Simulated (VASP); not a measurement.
The system is Be3ZnSe4.

```
CELL_PARAMETERS angstrom
-2.65320 2.65320 5.30641
2.65320 -2.65320 5.30641
2.65320 2.65320 -5.30641
ATOMIC_POSITIONS crystal
Be 0.75000 0.25000 0.50000
Be 0.25000 0.75000 0.50000
Be 0.50000 0.50000 0.00000
Zn 0.00000 0.00000 0.00000
Se 0.37500 0.87500 0.00000
Se 0.87500 0.37500 0.00000
Se 0.62500 0.62500 0.50000
Se 0.12500 0.12500 0.50000
```

```yaml
Program: VASP 6.6.1
Task: relaxation of cell and atoms
Functional: PBE
Potentials_or_basis: VASP PAW PBE potentials, release 64 (Be, Zn, Se)
Cutoff: 600 eV
k_mesh: 4 × 4 × 4
Occupations: gaussian, width 0.1 eV
Spin: no spin polarisation
```

At the start: pressure 2.1 GPa; volume 18.68 Å³/atom.

Question: How do energy, volume and symmetry change on relaxing?

Answer: Over 6 steps the energy falls by 65.6 meV/atom and the volume is 18.80 Å³/atom (+0.7 %); space group I-42m (No. 121, to 0.05 Å).

Step by step:
| step | energy change (eV) | largest force (eV/Å) | pressure (GPa) | volume (Å³) |
| --- | --- | --- | --- | --- |
| 1 | 0.0000 | 1.9538 | 2.08 | 149.42 |
| 2 | -0.4509 | 0.5156 | -1.62 | 154.73 |
| 3 | -0.4688 | 0.2483 | -2.31 | 156.13 |
| 4 | -0.5240 | 0.0824 | 0.11 | 150.24 |
| 5 | -0.5240 | 0.0832 | 0.08 | 150.30 |
| 6 | -0.5252 | 0.0323 | 0.05 | 150.39 |

Final structure:
```cif
data_structure
_symmetry_space_group_name_H-M 'P 1'
_symmetry_Int_Tables_number 1
_cell_length_a 6.5077
_cell_length_b 6.5077
_cell_length_c 6.5077
_cell_angle_alpha 131.725
_cell_angle_beta 131.725
_cell_angle_gamma 70.663
_cell_volume 150.39
loop_
_atom_site_label
_atom_site_type_symbol
_atom_site_fract_x
_atom_site_fract_y
_atom_site_fract_z
_atom_site_occupancy
Be1 Be 0.75000 0.25000 0.50000 1
Be2 Be 0.25000 0.75000 0.50000 1
Be3 Be 0.50000 0.50000 0.00000 1
Zn1 Zn 0.00000 0.00000 0.00000 1
Se1 Se 0.39819 0.86542 0.00000 1
Se2 Se 0.86542 0.39819 0.00000 1
Se3 Se 0.60181 0.60181 0.46724 1
Se4 Se 0.13458 0.13458 0.53276 1
```
